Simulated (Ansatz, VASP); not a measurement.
# One calculation of Ti2Cl, two programs

```
Ti Cl
1.0
     2.98621    0.00000    0.00000
     0.00000    2.98621    0.00000
     0.00000    0.00000    5.60865
Ti Cl
2 1
Direct
  0.50000 0.50000 0.27317
  0.50000 0.50000 0.72683
  0.00000 0.00000 0.00000
```

Change from the starting cell: species swapped into the Ga2Cu type (P4/mmm, No. 123).

Alike in both runs: functional PBE; k mesh 6 × 6 × 4; occupations gaussian, width 0.1 eV; collinear spin.

Ansatz relaxed the structure, and its values are those at the end. VASP's run is a single point on that final structure, the one shown.

|  | VASP | Ansatz |
| --- | --- | --- |
| version | VASP 6.6.1 | Ansatz 0.2.0 |
| potentials or method | VASP PAW PBE potentials, release 64 (Ti_sv, Cl), cutoff 520 eV | scalar-relativistic, plane waves, PAW |
| valence electrons in the cell | 31 | 31 |

```csv
,VASP,Ansatz,Ansatz less VASP
gap on the k mesh at the Fermi level (eV),none,none,-
pressure (GPa),0.2,0.1,-0.14
rms of the force components (eV/Å),0.017,0.003,-0.0138
net moment per atom (μB),0.00,0.00,-0.001
```

A gap of «none» marks a metal or a gap that the smearing closes. Ansatz's warnings: seeded moment not kept.
